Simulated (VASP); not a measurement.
# Sn4S (I-43m) in VASP: further runs, part 2 of 2

VASP 6.6.1. Earlier steps stand in the parts before.

## (3) Relaxation of cell and atoms, PBE

INCAR

```
SYSTEM = Sn4S
PREC = Accurate
ENCUT = 600
EDIFF = 1E-7
ISMEAR = 0
SIGMA = 0.1
LREAL = .FALSE.
LASPH = .TRUE.
NELM = 60
ALGO = Normal
ISIF = 3
LWAVE = .FALSE.
LCHARG = .FALSE.
GGA = PE
IBRION = 2
NSW = 90
EDIFFG = -0.04
```

KPOINTS

```
regular mesh
0
G
  4 4 4
  0 0 0
```

POSCAR

```
Sn4S
1.0
   -3.3855300500      3.3855300500      3.3855300500
    3.3855300500     -3.3855300500      3.3855300500
    3.3855300500      3.3855300500     -3.3855300500
Sn S
4 1
Direct
    0.0000000000      0.6305807800      0.0000000000
    0.3694192200      0.3694192200      0.3694192200
    0.0000000000      0.0000000000      0.6305807800
    0.6305807800      0.0000000000      0.0000000000
    0.0000000000      0.0000000000      0.0000000000
```

Potentials or basis: VASP PAW PBE potentials, release 64 (Sn_d, S).

On the command line:

```sh
cat potpaw_PBE.64/Sn_d/POTCAR potpaw_PBE.64/S/POTCAR > POTCAR
mpirun -np 1 vasp_std > vasp.out
```

OUTCAR:

```text
SYSTEM = Sn4S
   PREC = Accurate
   ENCUT = 600
   EDIFF = 1E-7
   ISMEAR = 0
   LREAL = .FALSE.
   LASPH = .TRUE.
   NELM = 60
   ISIF = 3
   GGA = PE
   IBRION = 2
   NSW = 90
   EDIFFG = -0.04

 ion  position               nearest neighbor table
   1  0.000  0.631  0.000-   5 2.17   3 3.54   4 3.54   2 3.54   3 3.61   4 3.61   3 3.61   4 3.61
                             2 3.61   2 3.61
   2  0.369  0.369  0.369-   5 2.17   3 3.54   1 3.54   4 3.54   3 3.61   1 3.61   4 3.61   3 3.61
                             1 3.61   4 3.61
   3  0.000  0.000  0.631-   5 2.17   1 3.54   4 3.54   2 3.54   2 3.61   4 3.61   1 3.61   1 3.61
                             4 3.61   2 3.61
   4  0.631  0.000  0.000-   5 2.17   1 3.54   3 3.54   2 3.54   3 3.61   1 3.61   2 3.61   1 3.61
                             3 3.61   2 3.61
   5  0.000  0.000  0.000-   1 2.17   2 2.17   3 2.17   4 2.17

  LATTYP: Found a body centered cubic cell.
 ALAT       =     6.7710601000

  Lattice vectors:

 A1 = (  -3.3855300500,   3.3855300500,   3.3855300500)
 A2 = (   3.3855300500,  -3.3855300500,   3.3855300500)
 A3 = (   3.3855300500,   3.3855300500,  -3.3855300500)

Analysis of symmetry for initial positions (statically):
=====================================================================
 Subroutine PRICEL returns:
 Original cell was already a primitive cell.

 Routine SETGRP: Setting up the symmetry group for a
 body centered cubic supercell.

 Subroutine GETGRP returns: Found 24 space group operations
 (whereof 24 operations were pure point group operations)
[... 266 lines left out ...]
  free  energy   TOTEN  =       -16.9918189813 eV

  energy  without entropy=      -16.9545961833  energy(sigma->0) =      -16.97320758

 E-fermi :   4.2857     XC(G=0):  -8.4876

 val. band max:        4.2761909601   @ k =   0.2500   0.2500   0.0000
 cond. band min:       4.3476063956   @ k =  -0.2500   0.2500   0.2500
 fundamental gap:      0.0714154355
 Fermi energy:         4.2856755900

 k-point     1 :       0.0000    0.0000    0.0000
  band No.  band energies     occupation
      1     -17.5223      2.00000
      2     -17.4604      2.00000
      3     -17.4604      2.00000
      4     -17.4604      2.00000
      5     -17.4600      2.00000
      6     -17.4600      2.00000
[... 309 lines left out ...]
     36       8.3501      0.00000
     37       8.3501      0.00000

[... ionic steps 4 to 8 ...]

--------------------------------------- Ionic step        9  -------------------------------------------

 number of electron      62.0000003 magnetization

------------------------ aborting loop because EDIFF is reached ----------------------------------------
[... 73 lines left out ...]
--------------------------------------- Ionic step       11  -------------------------------------------

 number of electron      62.0000009 magnetization

 Free energy of the ion-electron system (eV)
  ---------------------------------------------------
  ext. energy  EPLUGINS =         0.00000000
  ---------------------------------------------------
  free energy    TOTEN  =       -18.77852585 eV

  energy without entropy =      -18.76440560  energy(sigma->0) =      -18.77146573

 E-fermi :   6.1952     XC(G=0):  -9.5208

 val. band max:        6.1040953014   @ k =   0.2500   0.2500   0.0000
 cond. band min:       6.3529096760   @ k =  -0.2500   0.2500   0.2500
 fundamental gap:      0.2488143746
 Fermi energy:         6.1952057682

 k-point     1 :       0.0000    0.0000    0.0000
  band No.  band energies     occupation
      1     -15.4138      2.00000
      2     -15.4138      2.00000
      3     -15.4052      2.00000
      4     -15.3306      2.00000
      5     -15.3306      2.00000
      6     -15.3306      2.00000
[... 341 lines left out ...]
  FREE ENERGIE OF THE ION-ELECTRON SYSTEM (eV)
  ---------------------------------------------------
  free  energy   TOTEN  =       -18.7785258546 eV

  energy  without entropy=      -18.7644056005  energy(sigma->0) =      -18.77146573

 reached required accuracy - stopping structural energy minimisation
```

Wall time 11 min (1 thread of Intel Xeon 6975P-C, shared host); peak memory 0.36 GiB.

Results:

```
Free energy                            : -18.7785 eV
Relaxed volume                         : 29.39 Å³/atom
Relaxed cell                           : a = 5.758 Å, b = 5.758 Å, c = 5.758 Å, α = 109.47°, β = 109.47°, γ = 109.47°
Space group after relaxing (to 0.05 Å) : Im-3m (No. 229)
Energy gained by relaxing              : 1120.5 meV/atom
Ionic steps                            : 11
Pressure after relaxing                : 0.0 GPa
Largest force after relaxing           : 0.018 eV/Å
Band gap on the k mesh                 : zero (band 31 reaches 6.97 eV, above the bottom of band 32 at 5.60 eV)
```

Forces in eV/Å, atoms in the order of the input:
```
Sn   0.010 -0.010  0.010
Sn  -0.010 -0.010 -0.010
Sn   0.010  0.010 -0.010
Sn  -0.010  0.010  0.010
S    0.000  0.000  0.000
```

Step by step:
| step | energy change (eV) | largest force (eV/Å) | pressure (GPa) | volume (Å³) |
| --- | --- | --- | --- | --- |
| 1 | 0.0000 | 6.6235 | 15.69 | 155.22 |
| 2 | -3.0900 | 0.0054 | -5.46 | 234.03 |
| 3 | -3.8156 | 1.0412 | -2.83 | 200.03 |
| 4 | -3.8159 | 1.0914 | -2.69 | 199.05 |
| 5 | -4.2967 | 1.0848 | -2.30 | 185.07 |
| 6 | -5.1813 | 0.9912 | 2.22 | 147.06 |
| 7 | -5.1645 | 0.9085 | 4.91 | 138.19 |
| 8 | -5.1908 | 0.9522 | 3.51 | 142.40 |
| 9 | -5.4618 | 0.4182 | 1.87 | 143.72 |
| 10 | -5.5585 | 0.1789 | 0.98 | 144.80 |
| 11 | -5.6023 | 0.0175 | 0.01 | 146.97 |

Final structure:
```
Sn S
1.0
    -3.32451    3.32451    3.32451
     3.32451   -3.32451    3.32451
     3.32451    3.32451   -3.32451
Sn S
4 1
Direct
  0.00000 0.49645 0.00000
  0.50355 0.50355 0.50355
  0.00000 0.00000 0.49645
  0.49645 0.00000 0.00000
  0.00000 0.00000 0.00000
```

Levels at points of the mesh, in eV from the Fermi level:
| k point | band 28 | band 29 | band 30 | band 31 | band 32 | band 33 | band 34 | band 35 |
| --- | --- | --- | --- | --- | --- | --- | --- | --- |
| (0.00, 0.00, 0.00) | -5.38 | -1.85 | -1.85 | -1.85 | 1.86 | 1.86 | 1.86 | 2.57 |
| (0.50, 0.00, 0.00) | -1.85 | -1.72 | -1.34 | -0.13 | 0.43 | 0.94 | 0.98 | 1.83 |
| (0.50, 0.50, 0.50) | -1.67 | -1.67 | -1.67 | -0.60 | -0.60 | -0.60 | -0.58 | 4.88 |

Caveat: spin-orbit coupling is left out, which moves the levels of the heavy elements.
